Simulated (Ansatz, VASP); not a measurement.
**CsI: VASP beside Ansatz**

File POSCAR:

```
CsI
1.0
    4.6081404514      0.0000000000      0.0000000000
    0.0000000000      4.6081404514      0.0000000000
    0.0000000000      0.0000000000      4.6081404514
Cs I
1 1
Direct
    0.0000000000      0.0000000000      0.0000000000
    0.5000000000      0.5000000000      0.5000000000
```

The input INCAR.step1:

```
ALGO = Normal
EDIFF = 1E-5
ENCUT = 400
GGA = PE
GGA_COMPAT = F
ISIF = 2
ISMEAR = 0
LASPH = T
LCHARG = F
LREAL = F
LWAVE = T
NBANDS = 15
NELM = 120
PREC = Accurate
SIGMA = 0.01
```

File INCAR.step2:

```
ALGO = Normal
EDIFF = 1E-6
ENCUT = 400
GGA = PE
GGA_COMPAT = F
HFSCREEN = 0.2079
ISIF = 2
ISMEAR = 0
ISTART = 1
LASPH = T
LCHARG = F
LHFCALC = T
LREAL = F
LWAVE = F
NBANDS = 15
NELM = 120
PREC = Accurate
PRECFOCK = Normal
SIGMA = 0.01
```

Contents of KPOINTS:

```
k-points
0
Gamma
  4 4 4
```

Input for Ansatz:

```yaml
crystal:
  lattice:
    - [4.6081404514, 0.0, 0.0]
    - [0.0, 4.6081404514, 0.0]
    - [0.0, 0.0, 4.6081404514]
  atoms:
    - { symbol: Cs, position: [0.0, 0.0, 0.0] }
    - { symbol: I, position: [0.5, 0.5, 0.5] }
kpoints:
  mp_grid: { grid: [4, 4, 4] }
hamiltonian:
  xc: hse06
scf:
  occupations: { method: fixed }
  n_extra_bands: 4
output:
  forces: true
  stress: true
  eigenvalues: true
  write_density: true
  write_potential: true
  elf: true
  volumetric_format: npy
```

Alike in both runs: task single point; functional HSE06; k mesh 4 × 4 × 4; no spin polarisation.

```csv
,VASP,Ansatz
version,VASP 6.6.1,Ansatz 0.2.0
potentials or method,"VASP PAW PBE potentials, release 64 (Cs_sv, I)","plane waves, PAW"
plane-wave cutoff (eV),400,420
occupations,"gaussian, width 0.01 eV",fixed
valence electrons in the cell,16,26
```

Ansatz gave:

```
gap on the k mesh at the Fermi level (eV) : 4.79
pressure (GPa)                            : 0.2
```

**Question.** Estimate VASP's values.

**Answer.** gap on the k mesh at the Fermi level (eV): 4.78; pressure (GPa): 0.2.

VASP's potentials hold 16 valence electrons a cell and Ansatz's 26, so a difference there can come from the potentials and not from the codes. Ansatz's warnings: stress exchange threshold loose, stress scf threshold loose.

Neither program's run includes spin-orbit coupling.
